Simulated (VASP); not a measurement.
Here is a VASP 6.6.1 calculation.

Contents of INCAR:

```
PREC     = Accurate       # precision mode
ENCUT    = 520            # plane-wave cutoff, eV
EDIFF    = 1E-7           # SCF threshold, eV
ISMEAR   = 0              # smearing method
SIGMA    = 0.1            # smearing width, eV
LREAL    = False          # projectors in reciprocal space
LASPH    = True           # aspherical terms in the spheres
NELM     = 60             # most SCF steps
ALGO     = Normal         # electronic algorithm
ISIF     = 2              # what is computed and relaxed
LWAVE    = False          # write WAVECAR
LCHARG   = False          # write CHGCAR
GGA      = PE             # functional
NBANDS   = 46             # bands
```

File KPOINTS:

```
Automatic mesh
0
Gamma
  6 6 2
```

The input POSCAR:

```
Zn4SeS3
1.0
    3.8952319000      0.0000000000      0.0000000000
   -1.9476159000      3.3733698000      0.0000000000
    0.0000000000      0.0000000000     12.7871985000
Zn Se S
4 1 3
Direct
    0.6666667000      0.3333333000      0.0000430000
    0.6666667000      0.3333333000      0.5113190000
    0.0000000000      0.0000000000      0.2443610000
    0.0000000000      0.0000000000      0.7552170000
    0.0000000000      0.0000000000      0.4385320000
    0.6666667000      0.3333333000      0.1849940000
    0.6666667000      0.3333333000      0.6953930000
    0.0000000000      0.0000000000      0.9401410000
```

Potentials or basis: VASP PAW PBE potentials, release 64 (Zn, Se, S).

Run with:

```console
$ cat potpaw_PBE.64/Zn/POTCAR potpaw_PBE.64/Se/POTCAR potpaw_PBE.64/S/POTCAR > POTCAR
$ mpirun -np 1 vasp_std > vasp.out
```

**Question.** Estimate the largest force.

**Answer.** 0.005 eV/Å.

**Question.** What does it give for the pressure?

**Answer.** 0.2 GPa.

Forces on the atoms (eV/Å):
```
Zn   0.000  0.000  0.000
Zn   0.000  0.000  0.002
Zn   0.000  0.000 -0.001
Zn   0.000  0.000  0.000
Se   0.000  0.000 -0.005
S    0.000  0.000  0.000
S    0.000  0.000  0.004
S    0.000  0.000  0.001
```
